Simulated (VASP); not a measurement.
# GaOs3Pt12 (P1) in VASP: a series of runs, part 2 of 2

VASP 6.6.1. Earlier steps stand in the parts before.

## Step 3: Single point, PBE

Input file INCAR:

```
SYSTEM = GaOs3Pt12
PREC = Accurate
ENCUT = 500
EDIFF = 1E-6
ISMEAR = 0
SIGMA = 0.1
LREAL = Auto
LASPH = .TRUE.
NELM = 120
ALGO = Normal
ISIF = 2
LWAVE = .FALSE.
LCHARG = .FALSE.
GGA = PE
ISYM = 0
NBANDS = 152
GGA_COMPAT = .FALSE.
```

Input file KPOINTS:

```
Automatic mesh
0
Gamma
  2 2 2
  0.5 0.5 0.5
```

Input file POSCAR:

```
GaOs3Pt12
1.0
    7.5369104944      0.0000697846     -0.0000352292
    0.0000697846      5.7408229879      0.0069104761
   -0.0000352292      0.0069104761      5.7265366129
Ga Os Pt
1 3 12
Direct
    0.4986632514      0.5130559383      0.9901575878
    0.9987566615      0.0267984760      0.0309820229
    0.9987901476      0.4798263400      0.0060127292
    0.9987215353      0.0181814471      0.4703205266
    0.4987495105      0.9806622417      0.9919317956
    0.2647508399      0.2568646078      0.2392519350
    0.4987692178     -0.0022643296      0.5002274440
    0.7327349964      0.2569137254      0.2391791470
   -0.0012419976      0.4887317425      0.4856395070
    0.2400416828      0.7473740220      0.2446439548
    0.2367376307      0.2386871708      0.7510661208
    0.4987677293      0.5091490472      0.5310338986
    0.7574647982      0.7473861735      0.2446037196
    0.7607793476      0.2387332232      0.7510670114
    0.2190178111      0.7591652728      0.7534307604
    0.7785382617      0.7592372178      0.7533873820
```

Potentials or basis: VASP PAW PBE potentials, release 64 (Ga_d, Os_sv_GW, Pt_sv_GW).

On the command line:

```sh
> cat potpaw_PBE.64/Ga_d/POTCAR potpaw_PBE.64/Os_sv_GW/POTCAR potpaw_PBE.64/Pt_sv_GW/POTCAR > POTCAR
> mpirun -np 1 vasp_std > vasp.out
```

OUTCAR:

```text
SYSTEM = GaOs3Pt12
   PREC = Accurate
   ENCUT = 500
   EDIFF = 1E-6
   ISMEAR = 0
   LREAL = Auto
   LASPH = .TRUE.
   NELM = 120
   ISIF = 2
   GGA = PE
   ISYM = 0

 ion  position               nearest neighbor table
   1  0.499  0.513  0.990-  12 2.63   5 2.68   6 2.70   8 2.70  10 2.78  13 2.78  11 2.87  15 2.88
                            14 2.88  16 2.88   5 3.06  12 3.10
   2  0.999  0.027  0.031-   4 2.52   3 2.60   6 2.68   8 2.68  11 2.69  14 2.69  13 2.71  10 2.71
                            16 2.77  15 2.77   3 3.14   4 3.21
   3  0.999  0.480  0.006-   2 2.60  11 2.70  14 2.70  15 2.72  16 2.72   6 2.73   8 2.73  10 2.75
                            13 2.75   9 2.75   9 2.98   2 3.14
   4  0.999  0.018  0.470-   2 2.52   9 2.70  13 2.72  10 2.72  14 2.72  11 2.72  16 2.75  15 2.75
                             6 2.76   8 2.76   9 3.04   2 3.21
   5  0.499  0.981  0.992-   1 2.68   8 2.76   6 2.76  13 2.77  10 2.77  15 2.82   7 2.82  16 2.82
                            11 2.83  14 2.83   7 2.91   1 3.06
   6  0.265  0.257  0.239-   2 2.68   1 2.70   3 2.73   7 2.75   4 2.76   5 2.76   9 2.79  11 2.81
                            10 2.82  12 2.83  10 2.93  11 2.94
   7  0.499  0.998  0.500-   6 2.75   8 2.75  11 2.81  14 2.81  12 2.81   5 2.82  13 2.83  10 2.83
                            16 2.90  15 2.90   5 2.91  12 2.94
   8  0.733  0.257  0.239-   2 2.68   1 2.70   3 2.73   7 2.75   4 2.76   5 2.76   9 2.79  14 2.81
                            13 2.82  12 2.83  13 2.93  14 2.94
   9  0.999  0.489  0.486-   4 2.70  10 2.72  13 2.72  16 2.74  15 2.74   3 2.75  14 2.75  11 2.75
                             6 2.79   8 2.79   3 2.98   4 3.04
  10  0.240  0.747  0.245-   2 2.71   4 2.72   9 2.72   3 2.75   5 2.77   1 2.78  15 2.82   6 2.82
                             7 2.83  12 2.89  15 2.92   6 2.93
  11  0.237  0.239  0.751-   2 2.69   3 2.70   4 2.72   9 2.75  15 2.76   6 2.81   7 2.81  12 2.81
                             5 2.83   1 2.87   6 2.94  15 2.99
  12  0.499  0.509  0.531-   1 2.63  14 2.81  11 2.81   7 2.81   8 2.83   6 2.83  15 2.85  16 2.85
                            10 2.89  13 2.89   7 2.94   1 3.10
  13  0.757  0.747  0.245-   2 2.71   4 2.72   9 2.72   3 2.75   5 2.77   1 2.78  16 2.82   8 2.82
                             7 2.83  12 2.89  16 2.92   8 2.93
  14  0.761  0.239  0.751-   2 2.69   3 2.70   4 2.72   9 2.75  16 2.76   8 2.81   7 2.81  12 2.81
                             5 2.83   1 2.88   8 2.94  16 2.99
  15  0.219  0.759  0.753-   3 2.72   9 2.74   4 2.75  11 2.76   2 2.77   5 2.82  10 2.82  12 2.85
                             1 2.88   7 2.90  10 2.92  11 2.99
  16  0.779  0.759  0.753-   3 2.72   9 2.74   4 2.75  14 2.76   2 2.77   5 2.82  13 2.82  12 2.85
                             1 2.88   7 2.90  13 2.92  14 2.99

IMPORTANT INFORMATION: All symmetrisations will be switched off!
NOSYMM: (Re-)initialisation of all symmetry stuff for point group C_1.

----------------------------------------------------------------------------------------

                                     Primitive cell

  volume of cell :     247.7758

  direct lattice vectors                    reciprocal lattice vectors
     7.536910494  0.000069785 -0.000035229     0.132680360 -0.000001614  0.000000818
     0.000069785  5.740822988  0.006910476    -0.000001614  0.174191306 -0.000210205
    -0.000035229  0.006910476  5.726536613     0.000000818 -0.000210205  0.174625873

  length of vectors
     7.536910495  5.740827148  5.726540783     0.132680360  0.174191433  0.174625999

  position of ions in fractional coordinates (direct lattice)
     0.498663251  0.513055938  0.990157588
     0.998756662  0.026798476  0.030982023
     0.998790148  0.479826340  0.006012729
     0.998721535  0.018181447  0.470320527
     0.498749510  0.980662242  0.991931796
     0.264750840  0.256864608  0.239251935
[... 8 lines left out ...]
     0.219017811  0.759165273  0.753430760
     0.778538262  0.759237218  0.753387382

  ion indices of the primitive-cell ions
   primitive index   ion index
                 1           1
                 2           2
                 3           3
                 4           4
                 5           5
[... 54 lines left out ...]
   ISTART =      0    job   : 0-new  1-cont  2-samecut
   ICHARG =      2    charge: 1-file 2-atom 10-const
   ISPIN  =      1    spin polarized calculation?
   LNONCOLLINEAR =      F non collinear calculations
   LSORBIT =      F    spin-orbit coupling
   LASPH  =      T    aspherical Exc in radial PAW
   ENCUT  =  500.0 eV  36.75 Ry    6.06 a.u.  13.74 10.47 10.44*2*pi/ulx,y,z
   NELM   =    120;   NELMIN=  2; NELMDL= -5     # of ELM steps
   EDIFF  = 0.1E-05   stopping-criterion for ELM
   LREAL  =      T    real-space projection
   EDIFFG = 0.1E-04   stopping-criterion for IOM
   NSW    =      0    number of steps for IOM
   IBRION =     -1    ionic relax: 0-MD 1-quasi-New 2-CG
   NFREE  =      0    steps in history (QN), initial steepest desc. (CG)
   ISIF   =      2    stress and relaxation
   ISYM   =      0    0-nonsym 1-usesym 2-fastsym
   POTIM  = 0.5000    time-step for ionic-motion
   TEBEG  =    0.0;   TEEND  =   0.0 temperature during run
   PSTRESS=    0.0 pullay stress
   NELECT =     277.0000    total number of electrons
   NUPDOWN=      -1.0000    fix difference up-down
   EMIN   =  10.00;   EMAX   =-10.00  energy-range for DOS
   EFERMI =   0.00;   METHOD = LEGACY
   ISMEAR =     0;   SIGMA  =   0.10  broadening in eV -4-tet -1-fermi 0-gaus
   EFERMI_NEDOS =   21; number of points for ismear=-14 and -15
   IALGO  =     38    algorithm
   IMIX   =      4    mixing-type and parameters
     AMIX     =   0.40;   BMIX     =  1.00
     AMIX_MAG =   1.60;   BMIX_MAG =  1.00
  volume/ion in A,a.u.               =      15.49       104.50
  Fermi-wavevector in a.u.,A,eV,Ry     =   1.699085  3.210805 39.278522  2.886890
  Thomas-Fermi vector in A             =   2.779467
   LORBIT       =      0    0 simple, 1 ext, 2 COOP (PROOUT), +10 PAW based schemes
   GGA     = PE    functional components
   LHFCALC =     F    Hartree Fock is set to
   AEXX    =    0.0000 exact exchange contribution
   IVDW    =     0    specifies the selected vdW correction
   LEPSILON=     F    determine dielectric tensor
   LRPA    =     F    only Hartree local field effects (RPA)
 non-spin polarized calculation
 Gauss-broadening in eV      SIGMA  =   0.10
  energy-cutoff  :      500.00
  volume of cell :      247.78
 maximum number of plane-waves:      6297
 NGX is ok and might be reduce to    54
   NGX = 27   NGY = 21   NGZ = 21

 number of electron     277.0000008 magnetization

 Free energy of the ion-electron system (eV)
  ---------------------------------------------------
  ext. energy  EPLUGINS =         0.00000000
  ---------------------------------------------------
  free energy    TOTEN  =      -112.43746351 eV

  energy without entropy =     -112.34436853  energy(sigma->0) =     -112.39091602

 E-fermi :  10.5971     XC(G=0): -13.7981

 val. band max:       10.4624910449   @ k =   0.2500   0.2500   0.2500
 cond. band min:      10.6138588483   @ k =   0.2500   0.2500  -0.2500
 fundamental gap:      0.1513678034
 Fermi energy:        10.5970587412

 k-point     1 :       0.2500    0.2500    0.2500
  band No.  band energies     occupation
      1     -88.2949      2.00000
      2     -88.2254      2.00000
      3     -88.2253      2.00000
      4     -88.1996      2.00000
      5     -88.1992      2.00000
      6     -88.1618      2.00000
[... 601 lines left out ...]
    149      13.0226      0.00000
    150      13.1876      0.00000
 [bands above 150 left out]

------------------------ aborting loop because EDIFF is reached ----------------------------------------

  FORCE on cell =-STRESS in cart. coord.  units (eV):
  Direction    XX          YY          ZZ          XY          YZ          ZX
  --------------------------------------------------------------------------------------
  -------------------------------------------------------------------------------------
  Total       -4.6172606     -4.3319084     -4.4730703     -0.0012983     -0.0006513     -0.0002888
  in kB      -29.8563043    -28.0111489    -28.9239350     -0.0083954     -0.0042117     -0.0018673
  external PRESSURE =     -28.9304628 kB  Pullay stress =       0.0000000 kB

 VOLUME and BASIS-vectors are now :
 -----------------------------------------------------------------------------
  energy-cutoff  :      500.00
  volume of cell :      247.78
      direct lattice vectors                 reciprocal lattice vectors
     7.536910494  0.000069785 -0.000035229     0.132680360 -0.000001614  0.000000818
     0.000069785  5.740822988  0.006910476    -0.000001614  0.174191306 -0.000210205
    -0.000035229  0.006910476  5.726536613     0.000000818 -0.000210205  0.174625873

 POSITION                                       TOTAL-FORCE (eV/Angst)
 -----------------------------------------------------------------------------------
      3.75838      2.95224      5.67370         0.001819      0.000590      0.007535
      7.52754      0.15413      0.17757         0.000278      0.018248     -0.021511
      7.52783      2.75471      0.03771        -0.003326      0.009002      0.022278
      7.52726      0.10770      2.69340         0.000459     -0.003525      0.018006
      3.75906      5.63670      5.68709         0.000784      0.009988     -0.001980
      1.99541      1.47629      1.37185        -0.013348     -0.003026      0.009420
[... 8 lines left out ...]
      1.65074      4.36346      4.31979         0.016501      0.005277      0.005199
      5.86780      4.36391      4.31952        -0.017725      0.002589      0.005776
 -----------------------------------------------------------------------------------
    total drift:                               -0.003480     -0.000594     -0.003344

  FREE ENERGIE OF THE ION-ELECTRON SYSTEM (eV)
  ---------------------------------------------------
  free  energy   TOTEN  =      -112.4374635106 eV

  energy  without entropy=     -112.3443685341  energy(sigma->0) =     -112.39091602
```

Wall time 4.9 min (1 thread of AMD EPYC 9R45 (Zen 5), shared host); peak memory 0.35 GiB.

Results:

```
Free energy   : -112.4375 eV
Pressure      : -2.9 GPa
Largest force : 0.028 eV/Å
```

Forces on the atoms (eV/Å):
```
Ga   0.002  0.001  0.008
Os   0.000  0.018 -0.022
Os  -0.003  0.009  0.022
Os   0.000 -0.004  0.018
Pt   0.001  0.010 -0.002
Pt  -0.013 -0.003  0.009
Pt   0.000  0.001 -0.011
Pt   0.014 -0.001  0.010
Pt  -0.001 -0.010 -0.007
Pt   0.008 -0.002 -0.013
Pt   0.003 -0.009 -0.001
Pt   0.000 -0.004 -0.006
Pt  -0.007 -0.004 -0.014
Pt  -0.003 -0.009 -0.001
Pt   0.017  0.005  0.005
Pt  -0.018  0.003  0.006
```

Levels at points of the mesh, in eV from the Fermi level:
```csv
k point,band 135,band 136,band 137,band 138,band 139,band 140,band 141,band 142
"(0.25, 0.25, 0.25)",-0.50,-0.41,-0.21,-0.13,0.02,0.07,0.15,0.28
```

Caveat: the k points lie up to 0.55 Å⁻¹ apart; spin-orbit coupling is left out, which moves the levels of the heavy elements.
